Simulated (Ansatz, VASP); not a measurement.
TePb: VASP beside Ansatz

The input INCAR:

```
ALGO     = Normal         # electronic algorithm
EDIFF    = 1E-8           # SCF threshold, eV
ENCUT    = 520            # plane-wave cutoff, eV
GGA      = PE             # functional
ISIF     = 2              # what is computed and relaxed
ISMEAR   = -1             # smearing method
LASPH    = T              # aspherical terms in the spheres
LCHARG   = F              # write CHGCAR
LEFG     = T            
LREAL    = F              # projectors in reciprocal space
LWAVE    = F              # write WAVECAR
NBANDS   = 17             # bands
NELM     = 60             # most SCF steps
PREC     = Accurate       # precision mode
SIGMA    = 0.05           # smearing width, eV
```

The input KPOINTS:

```
k-points
0
Gamma
  9 9 9
```

Contents of POSCAR:

```
TePb
1.0
    0.0000000000      3.2310000000      3.2310000000
    3.2310000000      0.0000000000      3.2310000000
    3.2310000000      3.2310000000      0.0000000000
Te Pb
1 1
Direct
    0.5000000000      0.5000000000      0.5000000000
    0.0000000000      0.0000000000      0.0000000000
```

Input for Ansatz:

```yaml
crystal:
  lattice:
    - [0.0, 3.231, 3.231]
    - [3.231, 0.0, 3.231]
    - [3.231, 3.231, 0.0]
  atoms:
    - { symbol: Te, position: [0.5, 0.5, 0.5] }
    - { symbol: Pb, position: [0.0, 0.0, 0.0] }
kpoints:
  mp_grid: { grid: [9, 9, 9] }
scf:
  occupations: { method: fermi_dirac, width: 0.05 }
hamiltonian:
  xc: pbe
  pseudopotentials: { kind: paw }
output:
  forces: true
  stress: true
  populations: true
  efg: { contact_densities: true }
  write_density: true
  write_potential: true
  elf: true
  volumetric_format: npy
```

Alike in both runs: task electric field gradients; functional PBE; k mesh 9 × 9 × 9; occupations fermi-dirac, width 0.05 eV; no spin polarisation.

```csv
,VASP,Ansatz
version,VASP 6.6.1,Ansatz 0.2.0
potentials or method,"VASP PAW PBE potentials, release 64 (Te, Pb_d)","plane-wave PAW, scalar-relativistic"
plane-wave cutoff (eV),520,420
valence electrons in the cell,20,30
```

|  | VASP | Ansatz | Ansatz less VASP |
| --- | --- | --- | --- |
| pressure (GPa) | 2.1 | 2.1 | +0.04 |

With one functional, cell and mesh, what is left measures potentials, basis and numerics. VASP's potentials hold 20 valence electrons a cell and Ansatz's 30, so a difference there can come from the potentials and not from the codes.

Spin-orbit coupling is off throughout.
